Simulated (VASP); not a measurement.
Here is a VASP 6.6.1 calculation.

File INCAR:

```
PREC = Accurate
ENCUT = 520
EDIFF = 1E-6
ISMEAR = -1
SIGMA = 0.02
LREAL = F
LASPH = T
NELM = 80
ALGO = Normal
ISIF = 2
LWAVE = F
LCHARG = T
GGA = PE
LELF = T
LVHAR = T
NBANDS = 31
```

The input KPOINTS:

```
Automatic mesh
0
Gamma
  8 8 8
```

Contents of POSCAR:

```
GaB3As4
1.0
    1.7644333799      1.0186960868     11.7046046761
   -1.7644333799      1.0186960868     11.7046046761
    0.0000000000     -2.0373921737     11.7046046761
B Ga As
3 1 4
Direct
    0.9950160609     -0.0049839391     -0.0049839391
    0.2503909205      0.2503909205      0.2503909205
    0.5056598268      0.5056598268      0.5056598268
    0.7508756504      0.7508756504      0.7508756504
    0.3094704220      0.3094704220      0.3094704220
    0.5647606191      0.5647606191      0.5647606191
    0.8199912489      0.8199912489      0.8199912489
    0.0538352514      0.0538352514      0.0538352514
```

Potentials or basis: VASP PAW PBE potentials, release 64 (B, Ga_d, As).

Command:

```bash
$ cat potpaw_PBE.64/B/POTCAR potpaw_PBE.64/Ga_d/POTCAR potpaw_PBE.64/As/POTCAR > POTCAR
$ mpirun -np 1 vasp_std > vasp.out
```

**Question.** What does it give for the band gap on the k mesh?

**Answer.** 0.02 eV (least direct gap 0.58 eV).

**Question.** What does it give for the pressure?

**Answer.** 2.7 GPa.

**Question.** Predict the largest force.

**Answer.** 0.284 eV/Å.

Forces on the atoms (eV/Å):
```
B    0.000  0.000 -0.064
B    0.000  0.000 -0.060
B    0.000  0.000 -0.059
Ga   0.000  0.000  0.225
As   0.000  0.000  0.049
As   0.000  0.000  0.057
As   0.000  0.000  0.136
As   0.000  0.000 -0.284
```

Caveat: semilocal functionals underestimate gaps, and a narrow one can read as zero. A k mesh can miss the band edges.
